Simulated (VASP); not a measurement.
Write the native input for VASP 6.6.1 that does the following.

- Task: single point
- Functional: revPBE
- Potentials or basis: VASP PAW PBE potentials, release 64 (Nb_sv)
- Cutoff: 520 eV
- k mesh: 14 × 14 × 7
- Occupations: fermi-dirac, width 0.1 eV
- Spin: no spin polarisation
- Dipole correction: no
- Further INCAR settings: ALGO = Normal; EDIFF = 1e-07; NBANDS = 20

The structure of Nb lies in POSCAR:

```
Nb
1.0
    2.9931739878      0.0000000000      0.0000000000
   -1.4965869939      2.5921647113      0.0000000000
    0.0000000000      0.0000000000      5.4661766377
Nb
2
Direct
    0.3333333333      0.6666666667      0.2500000000
    0.6666666667      0.3333333333      0.7500000000
```

This cell differs from its parent crystal: volume scaled by 1.12.

One way to write it, as run:

INCAR

```
PREC     = Accurate       # precision mode
ENCUT    = 520            # plane-wave cutoff, eV
EDIFF    = 1E-7           # SCF threshold, eV
ISMEAR   = -1             # smearing method
SIGMA    = 0.1            # smearing width, eV
LREAL    = False          # projectors in reciprocal space
LASPH    = True           # aspherical terms in the spheres
NELM     = 80             # most SCF steps
ALGO     = Normal         # electronic algorithm
ISIF     = 2              # what is computed and relaxed
LWAVE    = False          # write WAVECAR
LCHARG   = False          # write CHGCAR
GGA      = RE             # functional
NBANDS   = 20             # bands
```

KPOINTS

```
Automatic mesh
0
Gamma
  14 14 7
```

Potentials or basis: VASP PAW PBE potentials, release 64 (Nb_sv).

The run is started by

```console
$ cat potpaw_PBE.64/Nb_sv/POTCAR > POTCAR
$ mpirun -np 1 vasp_std > vasp.out
```

Results of the run:

| Property | Result |
| --- | --- |
| Pressure | -14.5 GPa |
| Band gap on the k mesh | zero (band 13 reaches 10.69 eV, above the bottom of band 14 at 8.97 eV) |

Caveat: the PAW data sets were made with another functional, which shifts forces and pressure a little.

Wall time 35 s on 1 thread of Intel(R) Xeon(R) 6975P-C (Granite Rapids), on a shared host, peak memory 0.2 GiB.
